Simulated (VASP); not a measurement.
The system is NaF.

```
CELL_PARAMETERS angstrom
2.79349 0.00000 0.00000
0.00000 2.79349 0.00000
0.00000 0.00000 2.86863
ATOMIC_POSITIONS crystal
Na 0.00000 0.00000 0.00000
F 0.50000 0.50000 0.50000
```

This cell differs from its parent crystal: uniaxial z strain +2.7%.

Base run:

| Item | Value |
| --- | --- |
| Program | VASP 6.6.1 |
| Functional | PBE |
| Potentials or basis | VASP PAW PBE potentials, release 64 (Na_pv, F) |
| Cutoff | 520 eV |
| k mesh | 10 × 10 × 10 |
| Occupations | fermi-dirac, width 0.02 eV |
| Spin | no spin polarisation |

Its results: band gap on the k mesh 5.89 eV, indirect (least direct gap 6.20 eV); pressure 2.5 GPa.

Question: The run is repeated on the same cell with these changes: functional from PBE to r2SCAN; occupations from fermi-dirac, width 0.02 eV to gaussian, width 0.01 eV. What comes out?

Answer: Band gap on the k mesh 6.88 eV, indirect (least direct gap 7.19 eV); pressure -2.2 GPa.

Caveats: the PAW data sets were made with another functional, which shifts forces and pressure a little (some runs).

A k mesh can miss the band edges.
